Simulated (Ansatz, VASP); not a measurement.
Ge in VASP and in Ansatz

File INCAR:

```
SYSTEM = Ge
ALGO = Fast
EDIFF = 1E-6
ENCUT = 520
GGA = PE
ISIF = 2
ISMEAR = 0
LASPH = .True.
LCHARG = .False.
LREAL = .False.
LWAVE = .False.
NBANDS = 66
NELM = 100
PREC = Accurate
SIGMA = 0.15
```

File KPOINTS:

```
k-points
0
Gamma
  15 15 4
  0 0 0
```

File POSCAR:

```
Ge
1.0
    4.1804466338      0.0000000000      0.0000000000
   -2.0902233169      3.6203729840      0.0000000000
    0.0000000000      0.0000000000     12.6153338067
Ge
8
Direct
    0.0000000000      0.0000000000      0.4180222316
    0.0000000000      0.0000000000      0.5819777684
    0.0000000000      0.0000000000      0.9180222316
    0.0000000000      0.0000000000      0.0819777684
    0.3333333333      0.6666666667      0.3442031336
    0.6666666667      0.3333333333      0.6557968664
    0.6666666667      0.3333333333      0.8442031336
    0.3333333333      0.6666666667      0.1557968664
```

Input for Ansatz:

```yaml
crystal:
  lattice:
    - [4.1804466338, 0.0, 0.0]
    - [-2.0902233169, 3.620372984, 0.0]
    - [0.0, 0.0, 12.6153338067]
  atoms:
    - { symbol: Ge, position: [0.0, 0.0, 0.4180222316] }
    - { symbol: Ge, position: [0.0, 0.0, 0.5819777684] }
    - { symbol: Ge, position: [0.0, 0.0, 0.9180222316] }
    - { symbol: Ge, position: [0.0, 0.0, 0.0819777684] }
    - { symbol: Ge, position: [0.3333333333, 0.6666666667, 0.3442031336] }
    - { symbol: Ge, position: [0.6666666667, 0.3333333333, 0.6557968664] }
    - { symbol: Ge, position: [0.6666666667, 0.3333333333, 0.8442031336] }
    - { symbol: Ge, position: [0.3333333333, 0.6666666667, 0.1557968664] }
basis:
  ecutwfc: 420
kpoints:
  mp_grid: { grid: [15, 15, 4] }
hamiltonian:
  xc: pbe
scf:
  occupations: { method: gaussian, width: 0.15 }
output:
  forces: true
  stress: true
  eigenvalues: true
  write_density: true
  write_potential: true
  elf: true
  volumetric_format: npy
```

Alike in both runs: task single point; functional PBE; k mesh 15 × 15 × 4; occupations gaussian, width 0.15 eV; no spin polarisation.

```csv
,VASP,Ansatz
version,VASP 6.6.1,Ansatz 0.2.0
potentials or method,"VASP PAW PBE potentials, release 64 (Ge_d), cutoff 520 eV","scalar-relativistic, plane waves, PAW"
valence electrons in the cell,112,112
```

```csv
,VASP,Ansatz,Ansatz less VASP
gap on the k mesh at the Fermi level (eV),none,none,-
pressure (GPa),4.8,4.8,0.00
"traceless stress, the component that is largest in VASP (GPa)",20.07,20.06,-0.003
rms of the force components (eV/Å),2.782,2.777,-0.0049
```

Atom by atom the forces differ by 0.005 eV/Å (rms over components). A gap of «none» marks a metal or a gap that the smearing closes.
